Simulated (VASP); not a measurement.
Set up this calculation in VASP 6.6.1, as the native input.

- Task: single point
- Functional: LDA
- Potentials or basis: VASP PAW LDA potentials, release 64 (Rb_sv, Br)
- Cutoff: 520 eV
- k mesh: 6 × 6 × 6
- Occupations: gaussian, width 0.05 eV
- Spin: no spin polarisation
- Dipole correction: no
- Further INCAR settings: ALGO = Normal; EDIFF = 1e-06; NBANDS = 15

The structure of RbBr lies in POSCAR:

```
RbBr
1.0
    0.0000000000      3.4275000000      3.4275000000
    3.1704375000      0.0000000000      3.4275000000
    3.1704375000      3.4275000000      0.0000000000
Rb Br
1 1
Direct
    0.0000000000      0.0000000000      0.0000000000
    0.5000000000      0.5000000000      0.5000000000
```

This cell differs from its parent crystal: strain -0.0750 x Voigt [1, 0, 0, 0, 0, 0].

The input as run:

INCAR

```
  PREC = Accurate
  ENCUT = 520
  EDIFF = 1E-6
  ISMEAR = 0
  SIGMA = 0.05
  LREAL = F
  LASPH = T
  NELM = 60
  ALGO = Normal
  ISIF = 2
  LWAVE = F
  LCHARG = F
  GGA = CA
  NBANDS = 15
```

KPOINTS

```
regular mesh
0
Gamma
  6 6 6
```

Potentials or basis: VASP PAW LDA potentials, release 64 (Rb_sv, Br).

The run is started by

```bash
$ cat potpaw_LDA.64/Rb_sv/POTCAR potpaw_LDA.64/Br/POTCAR > POTCAR
$ mpirun -np 1 vasp_std > vasp.out
```

Results of the run:

| Item | Value |
| --- | --- |
| Pressure | 0.4 GPa |
| Band gap on the k mesh | 4.01 eV |

Caveat: the cell differs from its parent crystal (strain -0.0750 x Voigt [1, 0, 0, 0, 0, 0]).

Wall time 24 s on 1 thread of AMD EPYC 7R13, with other jobs on the host, peak memory 0.15 GiB.
